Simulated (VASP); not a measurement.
Write the native input for VASP 6.6.1 that does the following.

| Item | Value |
| --- | --- |
| Task | single point |
| Functional | PBE |
| Potentials or basis | VASP PAW PBE potentials, release 64 (Ba_sv) |
| Cutoff | 520 eV |
| k mesh | 15 × 15 × 14 |
| Occupations | gaussian, width 0.15 eV |
| Spin | no spin polarisation |
| Dipole correction | no |
| Further INCAR settings | ALGO = Fast; EDIFF = 1e-06; NBANDS = 11 |

The structure of Ba lies in POSCAR:

```
Ba
1.0
    4.3706842396      0.0000000000      0.0000000000
   -2.1853421198      3.7851235834      0.0000000000
    0.0000000000      0.0000000000      3.8083472292
Ba
1
Direct
    0.0000000000      0.0000000000      0.0000000000
```

This cell differs from its parent crystal: ratio of the length along z to the lengths across it x 0.96, volume and fractional coordinates fixed.

These files were run (other wordings do the same):

INCAR

```
SYSTEM = Ba
  PREC = Accurate
  ENCUT = 520
  EDIFF = 1E-6
  ISMEAR = 0
  SIGMA = 0.15
  LREAL = .FALSE.
  LASPH = .TRUE.
  NELM = 80
  ALGO = Fast
  ISIF = 2
  LWAVE = .FALSE.
  LCHARG = .FALSE.
  GGA = PE
  NBANDS = 11
```

KPOINTS

```
regular mesh
0
G
  15 15 14
  0 0 0
```

Potentials or basis: VASP PAW PBE potentials, release 64 (Ba_sv).

Command:

```console
$ cat potpaw_PBE.64/Ba_sv/POTCAR > POTCAR
$ mpirun -np 1 vasp_std > vasp.out
```

It gave:

```json
{
 "Pressure": "0.0 GPa",
 "Band gap on the k mesh": "zero (band 5 reaches 1.98 eV, above the bottom of band 6 at 1.49 eV)"
}
```

Caveat: spin-orbit coupling is left out, which moves the levels of the heavy elements.

It took 61 s on 1 thread of Intel(R) Xeon(R) Platinum 8488C (Sapphire Rapids), with other jobs on the host, peak memory 0.29 GiB.
